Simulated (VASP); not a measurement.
# HW3C4 in VASP: single point with PBEsol

Aim: the single point of HW3C4 with PBEsol.

Program: VASP 6.6.1. These are calculated values, not measurements. Logs are shortened: lines on timing, memory, paths and dates and some standing lists are left out, and cuts for length are marked.

**1. The cell of the first run**

The cell holds a slab with vacuum, 8 atoms: a = 2.898 Å, b = 2.898 Å, c = 27.169 Å, α = 90.00°, β = 90.00°, γ = 120.00°.

**2. Single point, PBEsol**

INCAR

```
ALGO = Normal
DIPOL = 0.5 0.5 0.493
EDIFF = 1E-6
ENCUT = 520
GGA = PS
IDIPOL = 3
ISIF = 2
ISMEAR = 0
LASPH = True
LCHARG = False
LDIPOL = True
LREAL = False
LWAVE = False
NBANDS = 40
NELM = 100
PREC = Accurate
SIGMA = 0.1
```

KPOINTS

```
k-points
0
Gamma
  12 12 1
```

POSCAR

```
HW3C4
1.0
    2.8984136668      0.0000000000      0.0000000000
   -1.4492068334      2.5100998662      0.0000000000
    0.0000000000      0.0000000000     27.1690297583
C W H
4 3 1
Direct
    0.6666666667      0.3333333333      0.3128562218
    0.6666666667      0.3333333333      0.4169310426
    0.6645914614      0.3291829228      0.5202639828
    0.6634063907      1.3268127814      0.6208625784
    0.0000000000      0.0000000000      0.3648936322
   -0.0012965718     -0.0025931437      0.4696067948
   -0.0025202637     -0.0050405274      0.5747711605
    0.6612267757      1.3224535514      0.6612940544
```

Potentials or basis: VASP PAW PBE potentials, release 64 (C, W_sv, H).

Run with:

```console
cat potpaw_PBE.64/C/POTCAR potpaw_PBE.64/W_sv/POTCAR potpaw_PBE.64/H/POTCAR > POTCAR
mpirun -np 1 vasp_std > vasp.out
```

OUTCAR:

```text
EDIFF = 1E-6
   ENCUT = 520
   GGA = PS
   ISIF = 2
   ISMEAR = 0
   LASPH = True
   LREAL = False
   NELM = 100
   PREC = Accurate

 ion  position               nearest neighbor table
   1  0.667  0.333  0.313-   5 2.19   5 2.19   5 2.19
   2  0.667  0.333  0.417-   5 2.19   5 2.19   5 2.19   6 2.20   6 2.20   6 2.20
   3  0.665  0.329  0.520-   6 2.17   6 2.17   6 2.17   7 2.23   7 2.24   7 2.24
   4  0.663  0.327  0.621-   8 1.10   7 2.09   7 2.09   7 2.09
   5  0.000  0.000  0.365-   2 2.19   1 2.19   2 2.19   1 2.19   2 2.19   1 2.19   6 2.84
   6  0.999  0.997  0.470-   3 2.17   3 2.17   3 2.17   2 2.20   2 2.20   2 2.20   5 2.84   7 2.86

   7  0.997  0.995  0.575-   4 2.09   4 2.09   4 2.09   3 2.23   3 2.24   3 2.24   6 2.86
   8  0.661  0.322  0.661-   4 1.10

  LATTYP: Found a hexagonal cell.
 ALAT       =     2.8984136668
 C/A-ratio  =     9.3737585044

  Lattice vectors:

 A1 = (   2.8984136668,   0.0000000000,   0.0000000000)
 A2 = (  -1.4492068334,   2.5100998662,   0.0000000000)
 A3 = (   0.0000000000,   0.0000000000,  27.1690297583)

Analysis of symmetry for initial positions (statically):
=====================================================================
 Subroutine PRICEL returns:
 Original cell was already a primitive cell.

 Routine SETGRP: Setting up the symmetry group for a
 hexagonal supercell.

 Subroutine GETGRP returns: Found  2 space group operations
 (whereof  2 operations were pure point group operations)
 out of a pool of 24 trial point group operations.

The static configuration has the point symmetry C_1h.

Analysis of symmetry for dynamics (positions and initial velocities):
=====================================================================
 Subroutine PRICEL returns:
 Original cell was already a primitive cell.

 Routine SETGRP: Setting up the symmetry group for a
 hexagonal supercell.

 Subroutine GETGRP returns: Found  2 space group operations
 (whereof  2 operations were pure point group operations)
 out of a pool of 24 trial point group operations.

The dynamic configuration has the point symmetry C_1h.

 Subroutine INISYM returns: Found  2 space group operations
 (whereof  2 operations are pure point group operations),
 and found     1 'primitive' translations

----------------------------------------------------------------------------------------

                                     Primitive cell

  volume of cell :     197.6631

  direct lattice vectors                    reciprocal lattice vectors
     2.898413667  0.000000000  0.000000000     0.345016314  0.199195262  0.000000000
    -1.449206833  2.510099866  0.000000000     0.000000000  0.398390524  0.000000000
     0.000000000  0.000000000 27.169029758     0.000000000  0.000000000  0.036806614

  length of vectors
     2.898413667  2.898413667 27.169029758     0.398390524  0.398390524  0.036806614

  position of ions in fractional coordinates (direct lattice)
     0.666666667  0.333333333  0.312856222
     0.666666667  0.333333333  0.416931043
     0.664591461  0.329182923  0.520263983
     0.663406391  0.326812781  0.620862578
     0.000000000  0.000000000  0.364893632
     0.998703428  0.997406856  0.469606795
     0.997479736  0.994959473  0.574771160
     0.661226776  0.322453551  0.661294054

  ion indices of the primitive-cell ions
   primitive index   ion index
                 1           1
                 2           2
                 3           3
                 4           4
                 5           5
                 6           6
                 7           7
                 8           8

----------------------------------------------------------------------------------------

 KPOINTS: k-points

Automatic generation of k-mesh.
 Grid dimensions read from file:
 generate k-points for:   12   12    1

 Generating k-lattice:

  Cartesian coordinates                     Fractional coordinates (reciprocal lattice)
     0.028751360  0.016599605  0.000000000     0.083333333  0.000000000  0.000000000
     0.000000000  0.033199210  0.000000000     0.000000000  0.083333333  0.000000000
     0.000000000  0.000000000  0.036806614     0.000000000  0.000000000  1.000000000

  Length of vectors
     0.033199210  0.033199210  0.036806614

  Shift w.r.t. Gamma in fractional coordinates (k-lattice)
     0.000000000  0.000000000  0.000000000

 Subroutine IBZKPT returns following result:
 ===========================================

 Found     43 irreducible k-points:

 Following reciprocal coordinates:
            Coordinates               Weight
  0.000000  0.000000  0.000000      1.000000
  0.083333  0.000000  0.000000      4.000000
  0.000000  0.083333  0.000000      2.000000
  0.166667  0.000000  0.000000      4.000000
  0.000000  0.166667  0.000000      2.000000
  0.250000  0.000000  0.000000      4.000000
[... 16 lines left out ...]
 -0.083333  0.416667  0.000000      4.000000
 -0.416667  0.333333  0.000000      4.000000
 [... further k-points ...]
   k-points           NKPTS =     43   k-points in BZ     NKDIM =     43   number of bands    NBANDS=     40
   number of dos      NEDOS =    301   number of ions     NIONS =      8
   total plane-waves  NPLWV = 120960
   dimension x,y,z NGX =    24 NGY =   24 NGZ =  210
   dimension x,y,z NGXF=    48 NGYF=   48 NGZF=  420
   ions per type =               4   3   1
   NGX,Y,Z   is equivalent  to a cutoff of  13.77, 13.77, 12.85 a.u.
   NGXF,Y,Z  is equivalent  to a cutoff of  27.53, 27.53, 25.70 a.u.
 SYSTEM =  unknown system
   PREC   = accura    normal or accurate (medium, high low for compatibility)
   ISTART =      0    job   : 0-new  1-cont  2-samecut
   ICHARG =      2    charge: 1-file 2-atom 10-const
   ISPIN  =      1    spin polarized calculation?
   LNONCOLLINEAR =      F non collinear calculations
   LSORBIT =      F    spin-orbit coupling
   LASPH  =      T    aspherical Exc in radial PAW
   ENCUT  =  520.0 eV  38.22 Ry    6.18 a.u.   5.39  5.39 50.52*2*pi/ulx,y,z
   NELM   =    100;   NELMIN=  2; NELMDL= -5     # of ELM steps
   EDIFF  = 0.1E-05   stopping-criterion for ELM
   LREAL  =      F    real-space projection
   EDIFFG = 0.1E-04   stopping-criterion for IOM
   NSW    =      0    number of steps for IOM
   IBRION =     -1    ionic relax: 0-MD 1-quasi-New 2-CG
   NFREE  =      0    steps in history (QN), initial steepest desc. (CG)
   ISIF   =      2    stress and relaxation
   ISYM   =      2    0-nonsym 1-usesym 2-fastsym
   POTIM  = 0.5000    time-step for ionic-motion
   TEBEG  =    0.0;   TEEND  =   0.0 temperature during run
   PSTRESS=    0.0 pullay stress
   NELECT =      59.0000    total number of electrons
   NUPDOWN=      -1.0000    fix difference up-down
   EMIN   =  10.00;   EMAX   =-10.00  energy-range for DOS
   EFERMI =   0.00;   METHOD = LEGACY
   ISMEAR =     0;   SIGMA  =   0.10  broadening in eV -4-tet -1-fermi 0-gaus
   EFERMI_NEDOS =   21; number of points for ismear=-14 and -15
   IALGO  =     38    algorithm
   IMIX   =      4    mixing-type and parameters
     AMIX     =   0.40;   BMIX     =  1.00
     AMIX_MAG =   1.60;   BMIX_MAG =  1.00
  volume/ion in A,a.u.               =      24.71       166.74
  Fermi-wavevector in a.u.,A,eV,Ry     =   1.094083  2.067517 16.286418  1.197018
  Thomas-Fermi vector in A             =   2.230381
   LORBIT       =      0    0 simple, 1 ext, 2 COOP (PROOUT), +10 PAW based schemes
   GGA     = PS    functional components
   LHFCALC =     F    Hartree Fock is set to
   AEXX    =    0.0000 exact exchange contribution
   IVDW    =     0    specifies the selected vdW correction
   LEPSILON=     F    determine dielectric tensor
   LRPA    =     F    only Hartree local field effects (RPA)
 non-spin polarized calculation
 Gauss-broadening in eV      SIGMA  =   0.10
  energy-cutoff  :      520.00
  volume of cell :      197.66
 maximum number of plane-waves:      5429
 NGX is ok and might be reduce to    24
   NGX = 11   NGY = 11   NGZ =101

 dipolmoment           0.000000      0.000000      0.049258 electrons x Angstroem

 number of electron      58.9999998 magnetization

 dipolmoment           0.000000      0.000000     -0.070266 electrons x Angstroem

 Free energy of the ion-electron system (eV)
  ---------------------------------------------------
  ext. energy  EPLUGINS =         0.00000000
  ---------------------------------------------------
  free energy    TOTEN  =       -79.31086059 eV

  energy without entropy =      -79.29650180  energy(sigma->0) =      -79.30368120

 E-fermi :   0.1073     XC(G=0):  -5.6500

 val. band max:        0.0867303658   @ k =   0.0000   0.2500   0.0000
 cond. band min:       0.1187336808   @ k =  -0.3333   0.1667   0.0000
 fundamental gap:      0.0320033150
 Fermi energy:         0.1072853810

 k-point     1 :       0.0000    0.0000    0.0000
  band No.  band energies     occupation
      1     -73.6507      2.00000
      2     -73.5732      2.00000
      3     -73.2097      2.00000
      4     -38.1935      2.00000
      5     -37.8098      2.00000
      6     -37.5470      2.00000
[... 32 lines left out ...]
     39       5.2944      0.00000
     40       5.6135      0.00000

 k-point     2 :       0.0833    0.0000    0.0000
  band No.  band energies     occupation
      1     -73.6467      2.00000
      2     -73.5692      2.00000
      3     -73.2056      2.00000
      4     -38.1824      2.00000
      5     -37.8006      2.00000
      6     -37.6058      2.00000
[... 935 lines left out ...]
     39       6.5151      0.00000
     40       6.6893      0.00000

 k-point    24 :      -0.4167    0.3333    0.0000
  band No.  band energies     occupation
      1     -73.5974      2.00000
      2     -73.5201      2.00000
      3     -73.1557      2.00000
      4     -38.2548      2.00000
      5     -38.1525      2.00000
      6     -38.0459      2.00000
[... 32 lines left out ...]
     39       6.5149      0.00000
     40       6.6919      0.00000

 [... further k-points ...]

------------------------ aborting loop because EDIFF is reached ----------------------------------------

 vacuum level on the upper side and lower side of the slab       (xc-potential included)        -1.093         0.624

  FORCE on cell =-STRESS in cart. coord.  units (eV):
  Direction    XX          YY          ZZ          XY          YZ          ZX
  --------------------------------------------------------------------------------------
  -------------------------------------------------------------------------------------
  Total        1.6463019      1.5202365     -4.7853298      0.0000000      0.1940540      0.0000000
  in kB       13.3442620     12.3224269    -38.7879619      0.0000000      1.5729237      0.0000000
  external PRESSURE =      -4.3737577 kB  Pullay stress =       0.0000000 kB

 VOLUME and BASIS-vectors are now :
 -----------------------------------------------------------------------------
  energy-cutoff  :      520.00
  volume of cell :      197.66
      direct lattice vectors                 reciprocal lattice vectors
     2.898413667  0.000000000  0.000000000     0.345016314  0.199195262  0.000000000
    -1.449206833  2.510099866  0.000000000     0.000000000  0.398390524  0.000000000
     0.000000000  0.000000000 27.169029758     0.000000000  0.000000000  0.036806614

 POSITION                                       TOTAL-FORCE (eV/Angst)
 -----------------------------------------------------------------------------------
      1.44921      0.83670      8.50000         0.000000     -0.000759      4.456413
      1.44921      0.83670     11.32761         0.000000     -0.043410      0.773352
      1.44921      0.82628     14.13507         0.000000      0.014875      0.009438
      1.44921      0.82033     16.86823        -0.000000      0.016992      0.069164
      0.00000      0.00000      9.91381         0.000000     -0.006225     -5.280453
      1.44921      2.50359     12.75876         0.000000      0.018126     -0.026832
      1.44921      2.49745     15.61597         0.000000     -0.007876     -0.017905
      1.44921      0.80939     17.96672        -0.000000      0.008278      0.016823
 -----------------------------------------------------------------------------------
    total drift:                                0.000000     -0.000112     -0.000680

  FREE ENERGIE OF THE ION-ELECTRON SYSTEM (eV)
  ---------------------------------------------------
  free  energy   TOTEN  =       -79.3108605937 eV

  energy  without entropy=      -79.2965018045  energy(sigma->0) =      -79.30368120

 vacuum level on the upper side and lower side of the slab         4.514         6.264
```

Wall time 25 min (1 thread of AMD EPYC 7R13, shared host); peak memory 0.49 GiB.

What came out:

| Quantity | Value |
| --- | --- |
| Free energy | -79.3109 eV |
| Largest force | 5.280 eV/Å |
| Band gap on the k mesh | zero (an odd number of electrons rules out a gap without spin polarisation) |

Forces in eV/Å, atoms in the order of the input:
```
C    0.000 -0.001  4.456
C    0.000 -0.043  0.773
C    0.000  0.015  0.009
C    0.000  0.017  0.069
W    0.000 -0.006 -5.280
W    0.000  0.018 -0.027
W    0.000 -0.008 -0.018
H    0.000  0.008  0.017
```

Caveat: the PAW data sets were made with another functional, which shifts forces and pressure a little; spin-orbit coupling is left out, which moves the levels of the heavy elements.
